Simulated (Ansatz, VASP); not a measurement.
**BaTiO3 in VASP and in Ansatz**

```
CELL_PARAMETERS angstrom
4.01103 0.00000 0.00000
0.00000 4.01103 0.00000
0.00000 0.00000 4.12571
ATOMIC_POSITIONS crystal
Ba 0.50000 0.50000 0.58482
Ti 0.00000 0.00000 0.09923
O 0.00000 0.50000 0.06338
O 0.50000 0.00000 0.06338
O 0.00000 0.00000 0.54920
```

Alike in both runs: functional PBE; k mesh 8 × 8 × 8; occupations gaussian, width 0.02 eV; no spin polarisation; Hubbard terms Ti d U = 4.0 eV.

Ansatz relaxed the structure, and its values are those at the end. VASP's run is a single point on that final structure, the one shown.

|  | VASP | Ansatz |
| --- | --- | --- |
| version | VASP 6.6.1 | Ansatz 0.2.0 |
| potentials or method | VASP PAW PBE potentials, release 64 (Ba_sv, Ti_sv, O), cutoff 520 eV | scalar-relativistic, plane waves, PAW |
| valence electrons in the cell | 40 | 40 |

```csv
,VASP,Ansatz,Ansatz less VASP
gap on the k mesh at the Fermi level (eV),2.23,2.27,+0.036
least direct gap on the mesh (eV),2.70,2.71,+0.014
pressure (GPa),3.5,0.0,-3.46
rms of the force components (eV/Å),0.205,0.002,-0.2031
```

The programs project onto different local orbitals, so the same U acts differently, and such runs can settle in different states.

Spin-orbit coupling is off throughout.
